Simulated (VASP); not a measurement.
Set up this calculation in VASP 6.6.1, as the native input.

| Item | Value |
| --- | --- |
| Task | single point |
| Functional | PBE |
| Potentials or basis | VASP PAW PBE potentials, release 64 (Ge_d, Os) |
| Cutoff | 520 eV |
| k mesh | 4 × 4 × 4 |
| Occupations | gaussian, width 0.1 eV |
| Spin | collinear spin |
| Starting moments | [0.0, 0.0, 0.0, 0.0, 0.0, 0.0, 0.0, 1.0] μB |
| Dipole correction | no |
| Further INCAR settings | ALGO = Normal; EDIFF = 1e-07; NBANDS = 67 |

The structure of Ge7Os lies in POSCAR:

```
Ge7Os
1.0
    0.0000000000      4.1321451500      4.1321451500
    4.1321451500      0.0000000000      4.1321451500
    4.1321451500      4.1321451500      0.0000000000
Ge Os
7 1
Direct
    0.5000000000      0.5000000000      0.5000000000
    0.5000000000      0.0000000000      0.0000000000
    0.5000000000      0.0000000000      0.5000000000
    0.0000000000      0.5000000000      0.5000000000
    0.0000000000      0.5000000000      0.0000000000
    0.5000000000      0.5000000000      0.0000000000
    0.0000000000      0.0000000000      0.5000000000
    0.0000000000      0.0000000000      0.0000000000
```

The cell was built from a structure type or drawn by symmetry, and may not be a known phase.

The input as run:

INCAR

```
ALGO = Normal ; EDIFF = 1E-7
ENCUT = 520 ; GGA = PE
ISIF = 2 ; ISMEAR = 0
ISPIN = 2 ; LASPH = T
LCHARG = F ; LMAXMIX = 4
LORBIT = 11 ; LREAL = F
LWAVE = F ; MAGMOM = 0 0 0 0 0 0 0 1
NBANDS = 67 ; NELM = 150
PREC = Accurate ; SIGMA = 0.1
```

KPOINTS

```
k-points
0
Gamma
  4 4 4
```

Potentials or basis: VASP PAW PBE potentials, release 64 (Ge_d, Os).

The run is started by

```bash
$ cat potpaw_PBE.64/Ge_d/POTCAR potpaw_PBE.64/Os/POTCAR > POTCAR
$ mpirun -np 1 vasp_std > vasp.out
```

It gave:

| Property | Result |
| --- | --- |
| Pressure | 0.0 GPa |
| Band gap on the k mesh | zero (filled and empty bands overlap) |
| Net moment | 0.00 μB per cell |
| Valence electrons inside the program's atomic spheres | Ge 12.23, 12.22 (each value once); Os 6.88 |

Caveat: spin-orbit coupling is left out, which moves the levels of the heavy elements.

It took 6 min on 1 thread of Intel(R) Xeon(R) Platinum 8259CL CPU @ 2.50GHz (Skylake/Cascade Lake), on a shared host, peak memory 0.45 GiB.
